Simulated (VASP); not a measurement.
LaB6: single point with PBE

LaB6:

```
CELL_PARAMETERS angstrom
4.18249 0.00000 0.00000
0.00000 4.18249 0.00000
0.00000 0.00000 4.18249
ATOMIC_POSITIONS crystal
La 0.00000 0.00000 0.00000
B 0.20013 0.50000 0.50000
B 0.79987 0.50000 0.50000
B 0.50000 0.50000 0.20013
B 0.50000 0.50000 0.79987
B 0.50000 0.20013 0.50000
B 0.50000 0.79987 0.50000
```

| Quantity | Value |
| --- | --- |
| Program | VASP 6.6.1 |
| Task | single point |
| Functional | PBE |
| Potentials or basis | VASP PAW PBE potentials, release 64 (La, B) |
| Cutoff | 520 eV |
| k mesh | 8 × 8 × 8 |
| Occupations | gaussian, width 0.05 eV |
| Spin | no spin polarisation |
| Dipole correction | no |
| Further INCAR settings | ALGO = Normal; EDIFF = 1e-06; NBANDS = 24 |

| Property | Result |
| --- | --- |
| Pressure | -3.4 GPa |
| Largest force | 0.016 eV/Å |
| Band gap on the k mesh | zero (an odd number of electrons rules out a gap without spin polarisation) |

Forces in eV/Å, atoms in the order of the input:
```
La   0.000  0.000  0.000
B   -0.016  0.000  0.000
B    0.016  0.000  0.000
B    0.000  0.000 -0.016
B    0.000  0.000  0.016
B    0.000 -0.016  0.000
B    0.000  0.016  0.000
```

Levels at points of the mesh, in eV from the Fermi level:
| k point | band 12 | band 13 | band 14 | band 15 | band 16 | band 17 |
| --- | --- | --- | --- | --- | --- | --- |
| (0.00, 0.00, 0.00) | -1.80 | -1.80 | -1.80 | 0.26 | 0.26 | 0.26 |
| (0.50, 0.00, 0.00) | -3.38 | -3.11 | -2.36 | -1.43 | 1.44 | 1.58 |
| (0.50, 0.50, 0.00) | -4.33 | -2.81 | -2.81 | 1.03 | 1.03 | 1.89 |
| (0.50, 0.50, 0.50) | -2.33 | -2.33 | -2.33 | 1.44 | 1.72 | 1.72 |

It took 60 s on 1 thread of Intel(R) Xeon(R) Platinum 8488C (Sapphire Rapids), with other jobs on the host, peak memory 0.2 GiB.

Caveat: the cell stands under tension; spin-orbit coupling is left out, which moves the levels of the heavy elements.
